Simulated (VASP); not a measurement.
Write the native input for VASP 6.6.1 that does the following.

```yaml
Task: single point
Functional: PBE
Potentials_or_basis: VASP PAW PBE potentials, release 64 (Ru_pv)
Cutoff: 520 eV
k_mesh: 11 × 11 × 6
Occupations: gaussian, width 0.012 eV
Spin: no spin polarisation
Dipole_correction: no
Further_INCAR_settings: ALGO = Normal; EDIFF = 1e-06; NBANDS = 21
```

The structure of Ru lies in POSCAR:

```
Ru
1.0
    2.7058000000      0.0000000000      0.0000000000
   -1.3529000000      2.3432915376      0.0000000000
    0.0000000000      0.0000000000      4.2819000000
Ru
2
Direct
    0.6666666667      0.3333333333      0.7500000000
    0.3333333333      0.6666666667      0.2500000000
```

These files were run (other wordings do the same):

INCAR

```
SYSTEM = Ru
ALGO = Normal ; EDIFF = 1E-6
ENCUT = 520 ; GGA = PE
ISIF = 2 ; ISMEAR = 0
LASPH = .True. ; LCHARG = .False.
LREAL = .False. ; LWAVE = .False.
NBANDS = 21 ; NELM = 80
PREC = Accurate ; SIGMA = 0.012
```

KPOINTS

```
k-points
0
Gamma
  11 11 6
  0 0 0
```

Potentials or basis: VASP PAW PBE potentials, release 64 (Ru_pv).

Command:

```console
$ cat potpaw_PBE.64/Ru_pv/POTCAR > POTCAR
$ mpirun -np 1 vasp_std > vasp.out
```

It gave:

```yaml
Pressure: 4.4 GPa
Band_gap_on_the_k_mesh: zero (bands 14 and 15 overlap by 3.07 eV)
```

Caveat: the cell stands under pressure.

It took 39 s on 1 thread of Intel Xeon 8259CL, with other jobs on the host, peak memory 0.15 GiB.
